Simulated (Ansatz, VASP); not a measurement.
Al3BP4: VASP beside Ansatz

```
Al B P
1.0
     5.12625    0.00000    0.00000
     0.00000    5.12625    0.00000
     0.00000    0.00000    5.12625
Al B P
3 1 4
Cartesian
  2.5631 0.0000 2.5631
  2.5631 2.5631 0.0000
  0.0000 2.5631 2.5631
  0.0000 0.0000 0.0000
  1.2816 3.8447 3.8447
  1.2816 1.2816 1.2816
  3.8447 3.8447 1.2816
  3.8447 1.2816 3.8447
```

Alike in both runs: task relaxation of cell and atoms; functional PBE; k mesh 4 × 4 × 4; occupations gaussian, width 0.1 eV; no spin polarisation.

```csv
,VASP,Ansatz
version,VASP 6.6.1,Ansatz 0.2.0
potentials or method,"VASP PAW PBE potentials, release 64 (Al, B, P), cutoff 600 eV","scalar-relativistic, plane waves, PAW"
valence electrons in the cell,32,32
```

VASP gave:

* gap on the k mesh at the Fermi level, each at its own relaxed structure (eV): 1.03
* relaxed volume (Å³/atom): 18.41
* relaxed length of the cell vector where the two differ most in proportion (Å): 5.281

Task: What did Ansatz give for the same quantities?

Result: gap on the k mesh at the Fermi level, each at its own relaxed structure (eV): 1.04; relaxed volume (Å³/atom): 18.35; relaxed length of the cell vector where the two differ most in proportion (Å): 5.276.
